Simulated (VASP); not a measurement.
Runs of VASP 6.6.1 on Li2Ru. The structure is that of space group P-3m1 (No. 164), or close to it. The cells are those of the table. 

```csv
task,spin,cell,k mesh,cutoff (eV),gap on the mesh (eV),pressure (GPa),relaxed volume (Å³/atom),largest force (eV/Å)
relaxation of cell and atoms,off,"relaxed from a = 2.666, b = 2.666, c = 7.106 Å, angles 90.0, 90.0, 120.0°, 3 atoms",18 × 18 × 8,600,none,0.0,14.49,-
single point,"collinear, ferromagnetic start","a = 2.666, b = 2.666, c = 7.106 Å, angles 90.0, 90.0, 120.0°, 3 atoms",6 × 6 × 4,520,none,-,-,(a)
single point,off,"a = 3.037, b = 3.037, c = 6.973 Å, angles 90.0, 90.0, 120.0°, 3 atoms",6 × 6 × 4,520,none,-,-,0.69
single point,off,"a = 2.666, b = 2.666, c = 7.106 Å, angles 90.0, 90.0, 120.0°, 3 atoms",6 × 6 × 4,520,none,-,-,(b)
relaxation of cell and atoms,off,"relaxed from a = 3.037, b = 3.037, c = 6.973 Å, angles 90.0, 90.0, 120.0°, 3 atoms",6 × 6 × 4,600,none,0.1,14.47,-
single point,off,"a = 2.660, b = 2.660, c = 7.111 Å, angles 90.0, 90.0, 120.0°, 3 atoms",18 × 18 × 8,520,none,-,-,-
```

Alike in all rows: level PBE; potentials or basis VASP PAW PBE potentials, release 64 (Li_sv, Ru_pv); smearing gaussian 0.1 eV.

Q: Estimate the missing entries.

A: (a) 0.03; (b) 0.02.

Caveats: some runs use coarse meshes; the cutoff is under 1.25 times the usual one of these potentials, so pressure, stress and relaxed cells hold a basis-set (Pulay) error; the volume moved by over 15 % at a fixed basis, so the end points are rough (some runs).

A k mesh can miss the band edges, and the runs leave out spin-orbit coupling on Ru.

A gap of «none» marks levels without a gap at the run's occupations.
